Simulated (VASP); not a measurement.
Wanted: the native input for a VASP 6.6.1 run.

```
Task                   : single point
Functional             : LDA
Potentials or basis    : VASP PAW LDA potentials, release 64 (Ta_pv)
Cutoff                 : 520 eV
k mesh                 : 16 × 16 × 9
Occupations            : fermi-dirac, width 0.05 eV
Spin                   : no spin polarisation
Dipole correction      : no
Further INCAR settings : ALGO = Normal; EDIFF = 1e-06; NBANDS = 18
```

The structure of Ta lies in POSCAR:

```
Ta
1.0
    2.8378119451      0.0000000000      0.0000000000
   -1.4189059725      2.4576172356      0.0000000000
    0.0000000000      0.0000000000      5.0623580179
Ta
2
Direct
    0.3333333333      0.6666666667      0.2500000000
    0.6666666667      0.3333333333      0.7500000000
```

This isn't the form of Ta at room conditions, which is bcc.

These files were run (other wordings do the same):

INCAR

```
  PREC = Accurate
  ENCUT = 520
  EDIFF = 1E-6
  ISMEAR = -1
  SIGMA = 0.05
  LREAL = False
  LASPH = True
  NELM = 60
  ALGO = Normal
  ISIF = 2
  LWAVE = False
  LCHARG = False
  GGA = CA
  NBANDS = 18
```

KPOINTS

```
regular mesh
0
Gamma
  16 16 9
```

Potentials or basis: VASP PAW LDA potentials, release 64 (Ta_pv).

Command:

```sh
$ cat potpaw_LDA.64/Ta_pv/POTCAR > POTCAR
$ mpirun -np 1 vasp_std > vasp.out
```

It gave:

```
Pressure               : 0.9 GPa
Band gap on the k mesh : zero (bands 11 and 12 overlap by 2.21 eV)
```

Caveat: spin-orbit coupling is left out, which moves the levels of the heavy elements.

Run time: 2.4 min on 1 thread of AMD EPYC 7R13, with other jobs on the host, peak memory 0.17 GiB.
